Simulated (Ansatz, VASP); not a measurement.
**SiS2: VASP beside Ansatz**

```
CELL_PARAMETERS angstrom
-2.87469 4.91045 2.77435
2.87469 -4.91045 2.77435
2.87469 4.91045 -2.77435
ATOMIC_POSITIONS crystal
Si 0.75000 0.75000 0.00000
Si 0.25000 0.25000 0.00000
S 0.88475 0.79856 0.68331
S 0.11525 0.20144 0.31669
S 0.61525 0.29856 0.91382
S 0.38475 0.70144 0.08618
```

Alike in both runs: task relaxation of the atoms; functional PBE; k mesh 8 × 8 × 8; occupations fermi-dirac, width 0.01 eV; no spin polarisation.

|  | VASP | Ansatz |
| --- | --- | --- |
| version | VASP 6.6.1 | Ansatz 0.2.0 |
| potentials or method | VASP PAW PBE potentials, release 64 (Si, S) | plane-wave PAW, scalar-relativistic |
| plane-wave cutoff (eV) | 450 | 420 |
| valence electrons in the cell | 32 | 32 |

Ansatz gave:

| Item | Value |
| --- | --- |
| gap on the k mesh at the Fermi level, each at its own relaxed structure (eV) | 2.84 |

**Question.** Which values does VASP return?

**Answer.** gap on the k mesh at the Fermi level, each at its own relaxed structure (eV): 2.86.

Ansatz's warnings: stress scf threshold loose.
